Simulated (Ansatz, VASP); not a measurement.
## One calculation of CsBr, two programs

```
Cs Br
1.0
     4.28600    0.00000    0.00000
     0.00000    4.28600    0.00000
     0.00000    0.00000    4.28600
Cs Br
1 1
Cartesian
  0.0000 0.0000 0.0000
  2.1430 2.1430 2.1430
```

Alike in both runs: task single point; functional PBE; k mesh 2 × 2 × 2; occupations fermi-dirac, width 0.02 eV; no spin polarisation.

|  | VASP | Ansatz |
| --- | --- | --- |
| version | VASP 6.6.1 | Ansatz 0.2.0 |
| potentials or method | VASP PAW PBE potentials, release 64 (Cs_sv, Br), cutoff 500 eV | plane waves, PAW |
| valence electrons in the cell | 16 | 16 |

Ansatz gave:

```
pressure (GPa) : 1.9
```

Problem. Which values does VASP return?

Solution. Pressure (GPa): 2.0.

With one functional, cell and mesh, what is left measures potentials, basis and numerics. Ansatz's warnings: stress scf threshold loose.

The k mesh is coarse, so the values compare programs but aren't converged. Spin-orbit coupling is off throughout.
